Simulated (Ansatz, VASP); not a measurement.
# One calculation of GaGe3, two programs

```
Ge Ga
1.0
     4.33477    0.00000    0.00000
     0.00000    4.33477    0.00000
     0.00000    0.00000    4.33477
Ge Ga
3 1
Cartesian
  2.1674 2.1674 0.0000
  2.1674 0.0000 2.1674
  0.0000 2.1674 2.1674
  0.0000 0.0000 0.0000
```

Alike in both runs: task single point; functional LDA; k mesh 6 × 6 × 6; occupations fermi-dirac, width 0.05 eV; no spin polarisation.

|  | VASP | Ansatz |
| --- | --- | --- |
| version | VASP 6.6.1 | Ansatz 0.2.0 |
| potentials or method | VASP PAW LDA potentials, release 64 (Ge_d, Ga_d) | Ansatz PAW |
| plane-wave cutoff (eV) | 520 | 420 |
| valence electrons in the cell | 55 | 55 |

|  | VASP | Ansatz | Ansatz less VASP |
| --- | --- | --- | --- |
| gap on the k mesh at the Fermi level (eV) | none | none | - |
| pressure (GPa) | -6.5 | -6.5 | -0.03 |

LDA's correlation is that of Perdew and Zunger in VASP and of Perdew and Wang (1992) in Ansatz. A gap of «none» marks a metal or a gap that the smearing closes.
